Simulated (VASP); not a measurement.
The system is SiC.

```
CELL_PARAMETERS angstrom
0.00000 2.17842 2.17842
2.17842 0.00000 2.17842
2.17842 2.17842 0.00000
ATOMIC_POSITIONS crystal
Si 0.00000 0.00000 0.00000
C 0.25000 0.25000 0.25000
```

Program: VASP 6.6.1. Alike in all runs: task single point; potentials or basis VASP PAW PBE potentials, release 64 (Si, C); no spin polarisation; cell as given; cutoff (eV) 520.

**Question.** Order these runs on this cell by their band gap on the k mesh, lowest first.
A. level PBEsol; k mesh 10 × 10 × 10; smearing gaussian 0.02 eV
B. level HF; k mesh 6 × 6 × 6; smearing gaussian 0.01 eV; grid for exact exchange (PRECFOCK) Normal; share of exact exchange 1
C. level PBE0; k mesh 6 × 6 × 6; smearing gaussian 0.01 eV; grid for exact exchange (PRECFOCK) Normal; share of exact exchange 0.25

**Answer.** A (1.23 eV), C (2.98 eV), B (8.78 eV).

A k mesh can miss the band edges.
